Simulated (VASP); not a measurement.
The system is SnO.

```
CELL_PARAMETERS angstrom
3.35500 0.00000 0.00000
0.00000 5.67410 0.00000
0.00000 0.00000 4.22197
ATOMIC_POSITIONS crystal
Sn 0.00000 0.23191 0.51314
Sn 0.50000 0.76809 0.01314
O 0.00000 0.89125 0.73686
O 0.50000 0.10875 0.23686
```

Program: VASP 6.6.1. Alike in all runs: task single point; no spin polarisation; cell as given; k mesh 6 × 4 × 4; cutoff (eV) 910; smearing gaussian 0.01 eV.

Q: Order these runs on this cell by their pressure, lowest first.
A. level BLYP; potentials or basis VASP PAW PBE potentials, release 64 (Sn_d, O_h)
B. level PBEsol; potentials or basis VASP PAW PBE potentials, release 64 (Sn_d, O_h)
C. level LDA; potentials or basis VASP PAW LDA potentials, release 64 (Sn_d, O_h)

A: C (-5.3 GPa), B (-3.0 GPa), A (4.0 GPa).

Caveats: the cutoff is under 1.25 times the usual one of these potentials, so pressure, stress and relaxed cells hold a basis-set (Pulay) error; the cell stands under tension (at least some runs); the PAW data sets were made with another functional, which shifts forces and pressure a little (at least some runs); the cell stands under pressure (at least some runs).
